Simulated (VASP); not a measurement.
**Ga2Ag: single point with PBE**

Ga2Ag:

```
Ga Ag
1.0
     7.71501    0.05175    0.06293
     0.05175    7.56481    0.42562
     0.06293    0.42562    7.82649
Ga Ag
16 8
Direct
  0.53984 0.31419 0.36552
  0.03361 0.37711 0.71898
  0.42750 0.77622 0.94779
  0.26891 0.46688 0.43252
  0.00897 0.02085 0.67846
  0.10962 0.15965 0.95072
  0.07761 0.80221 0.98213
  0.87776 0.71963 0.56861
  0.32500 0.02363 0.52842
  0.91344 0.52450 0.37089
  0.79669 0.95725 0.01570
  0.21911 0.15495 0.27335
  0.88165 0.31252 0.15976
  0.57851 0.59449 0.59271
  0.52088 0.34025 0.90420
  0.48006 0.07556 0.10295
  0.62215 0.74311 0.24960
  0.23206 0.70134 0.69283
  0.72942 0.24599 0.63922
  0.75479 0.58076 0.95056
  0.21222 0.49084 0.05384
  0.22701 0.79556 0.28874
  0.58703 0.95046 0.69870
  0.83125 0.97592 0.36192
```

```yaml
Program: VASP 6.6.1
Task: single point
Functional: PBE
Potentials_or_basis: VASP PAW PBE potentials, release 64 (Ga_d, Ag)
Cutoff: 520 eV
k_mesh: 1 × 1 × 1, shifted
Occupations: fermi-dirac, width 0.0862 eV
Spin: no spin polarisation
Dipole_correction: no
Further_INCAR_settings: LREAL = Auto; ALGO = Normal; EDIFF = 1e-06; NBANDS = 166; ISYM = 0
```

* Pressure: 5.4 GPa
* Largest force: 2.530 eV/Å

Forces in eV/Å, atoms in the order of the input:
```
Ga   0.485 -0.087 -0.481
Ga  -0.222  0.895 -0.808
Ga  -0.105 -0.563  0.414
Ga  -0.408  0.247 -0.021
Ga  -0.313 -0.309 -0.215
Ga   0.668 -0.469  1.077
Ga   0.071  0.033 -0.146
Ga   0.554  0.816  2.329
Ga   0.312 -0.622  1.373
Ga   0.585 -1.130 -1.153
Ga  -0.324  0.721 -0.056
Ga  -1.630  1.239 -1.415
Ga  -0.199 -0.988  0.139
Ga  -0.633 -0.360  0.280
Ga   0.082  0.492 -0.489
Ga   0.331 -0.519  0.102
Ag  -0.760 -0.621 -0.093
Ag  -0.145 -0.447 -0.287
Ag   0.692  1.251 -0.112
Ag   0.084  0.227 -0.195
Ag   0.112 -0.277  0.112
Ag   0.130 -0.155 -0.014
Ag   0.350 -1.250  0.106
Ag   0.285  1.876 -0.446
```

Stress tensor (GPa, compression positive):
```
 2.30 -1.28 -0.06
-1.28  6.80 -1.40
-0.06 -1.40  7.00
```

Levels at points of the mesh, in eV from the Fermi level:
| k point | band 146 | band 147 | band 148 | band 149 | band 150 | band 151 |
| --- | --- | --- | --- | --- | --- | --- |
| (0.25, 0.25, 0.25) | -0.61 | -0.24 | -0.11 | 0.08 | 0.53 | 0.63 |

Wall time 4.6 min on 1 thread of Oxide Virtual Turin-like Processor (shared host), peak memory 0.46 GiB.

Caveat: the k points lie up to 0.83 Å⁻¹ apart, too coarse for converged energies, forces and pressures; the atoms stand as in a frame of molecular dynamics.
